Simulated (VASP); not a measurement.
Write the native input for VASP 6.6.1 that does the following.

| Item | Value |
| --- | --- |
| Task | single point |
| Functional | PBE |
| Potentials or basis | VASP PAW PBE potentials, release 64 (Sb) |
| Cutoff | 520 eV |
| k mesh | 8 × 8 × 8 |
| Occupations | gaussian, width 0.029 eV |
| Spin | no spin polarisation |
| Dipole correction | no |
| Further INCAR settings | ALGO = Normal; EDIFF = 1e-07; NBANDS = 8 |

The structure of Sb lies in POSCAR:

```
Sb
1.0
    3.1600000000      0.0000000000      0.0000000000
    0.0000000000      3.1600000000      0.0000000000
    0.0000000000      0.0000000000      3.1600000000
Sb
1
Direct
    0.0000000000      0.0000000000      0.0000000000
```

These files were run (other wordings do the same):

INCAR

```
PREC = Accurate ; ENCUT = 520
EDIFF = 1E-7 ; ISMEAR = 0
SIGMA = 0.028999999999999998 ; LREAL = F
LASPH = T ; NELM = 100
ALGO = Normal ; ISIF = 2
LWAVE = F ; LCHARG = F
GGA = PE ; NBANDS = 8
```

KPOINTS

```
regular mesh
0
Gamma
  8 8 8
```

Potentials or basis: VASP PAW PBE potentials, release 64 (Sb).

The run is started by

```sh
$ cat potpaw_PBE.64/Sb/POTCAR > POTCAR
$ mpirun -np 1 vasp_std > vasp.out
```

Results of the run:

```yaml
Pressure: -2.3 GPa
```

Wall time 6.8 s on 1 thread of Intel(R) Xeon(R) Platinum 8375C CPU @ 2.90GHz (Ice Lake), with other jobs on the host, peak memory 0.13 GiB.
